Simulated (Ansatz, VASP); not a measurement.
**Two plane-wave programs on Au**

The input POSCAR:

```
Au
1.0
    1.4113099650     -2.5559330250      0.0000000000
    1.4113099650      2.5559330250      0.0000000000
    0.0000000000      0.0000000000      4.8931696100
Au
2
Direct
    0.6653279700      0.3346720300      0.2500000000
    0.3346720300      0.6653279700      0.7500000000
```

INCAR.step1

```
ALGO = Normal
EDIFF = 1E-4
ENCUT = 520
GGA = PE
ISMEAR = 0
LASPH = True
LCHARG = False
LREAL = False
LWAVE = True
NBANDS = 18
NELM = 100
PREC = Accurate
SIGMA = 0.1
```

The input INCAR.step2:

```
ALGO = Normal
EDIFF = 1E-7
ENCUT = 520
ISIF = 2
ISMEAR = 0
ISTART = 1
LASPH = True
LCHARG = True
LELF = True
LMIXTAU = True
LREAL = False
LVHAR = True
LWAVE = False
METAGGA = R2SCAN
NBANDS = 18
NELM = 100
PREC = Accurate
SIGMA = 0.1
```

Contents of KPOINTS:

```
k-points
0
Gamma
  18 18 10
```

Input for Ansatz:

```yaml
crystal:
  lattice:
    - [1.411309965, -2.555933025, 0.0]
    - [1.411309965, 2.555933025, 0.0]
    - [0.0, 0.0, 4.89316961]
  atoms:
    - { symbol: Au, position: [0.66532797, 0.33467203, 0.25] }
    - { symbol: Au, position: [0.33467203, 0.66532797, 0.75] }
basis:
  ecutwfc: 500
kpoints:
  mp_grid: { grid: [18, 18, 10] }
hamiltonian:
  xc: r2scan
scf:
  occupations: { method: gaussian, width: 0.1 }
output:
  forces: true
  stress: true
  eigenvalues: true
```

Alike in both runs: task single point; functional r2SCAN; k mesh 18 × 18 × 10; occupations gaussian, width 0.1 eV; no spin polarisation.

|  | VASP | Ansatz |
| --- | --- | --- |
| version | VASP 6.6.1 | Ansatz 0.2.0 |
| potentials or method | VASP PAW PBE potentials, release 64 (Au), cutoff 520 eV | scalar-relativistic, plane waves, PAW |
| valence electrons in the cell | 22 | 38 |

Ansatz gave:

| Item | Value |
| --- | --- |
| gap on the k mesh at the Fermi level (eV) | none |
| pressure (GPa) | -0.3 |
| traceless stress, the component that is largest in VASP (GPa) | 1.02 |
| rms of the force components (eV/Å) | 0.006 |

Task: Which values does VASP return?

Result: gap on the k mesh at the Fermi level (eV): none; pressure (GPa): -0.1; traceless stress, the component that is largest in VASP (GPa): 1.09; rms of the force components (eV/Å): 0.006.

VASP's potentials were made for PBE, not for r2SCAN. Atom by atom the forces differ by 0.000 eV/Å (rms over components). A gap of «none» marks a metal or a gap that the smearing closes. VASP's potentials hold 22 valence electrons a cell and Ansatz's 38, so a difference there can come from the potentials and not from the codes.

Neither program's run includes spin-orbit coupling.
